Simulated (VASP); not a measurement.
A run of VASP 6.6.1:

Contents of INCAR:

```
SYSTEM = GaSb
PREC     = Accurate       ! precision mode
ENCUT    = 500            ! plane-wave cutoff, eV
EDIFF    = 1E-6           ! SCF threshold, eV
ISMEAR   = 0              ! smearing method
SIGMA    = 0.1            ! smearing width, eV
LREAL    = .FALSE.        ! projectors in reciprocal space
LASPH    = .TRUE.         ! aspherical terms in the spheres
NELM     = 120            ! most SCF steps
ALGO     = Normal         ! electronic algorithm
ISIF     = 2              ! what is computed and relaxed
LWAVE    = .FALSE.        ! write WAVECAR
LCHARG   = .FALSE.        ! write CHGCAR
GGA      = PE             ! functional
NBANDS   = 16             ! bands
GGA_COMPAT= .FALSE.
```

Contents of KPOINTS:

```
Automatic mesh
0
G
  6 6 6
  0 0 0
```

File POSCAR:

```
GaSb
1.0
    0.0000000000      3.0590000200      3.0590000200
    3.0590000200      0.0000000000      3.0590000200
    3.0590000200      3.0590000200      0.0000000000
Ga Sb
1 1
Direct
    0.0000000000      0.0000000000      0.0000000000
    0.2500000000      0.2500000000      0.2500000000
```

Potentials or basis: VASP PAW PBE potentials, release 64 (Ga_d, Sb).

Launch:

```console
$ cat potpaw_PBE.64/Ga_d/POTCAR potpaw_PBE.64/Sb/POTCAR > POTCAR
$ mpirun -np 1 vasp_std > vasp.out
```

Hardware: 1 thread of Intel Xeon 8259CL (shared host).

How long does it take, and how much memory?

It took 21 s on 1 thread of Intel Xeon 8259CL (shared host), peak memory 0.18 GiB. Counts: scf iterations 12, k points 16.
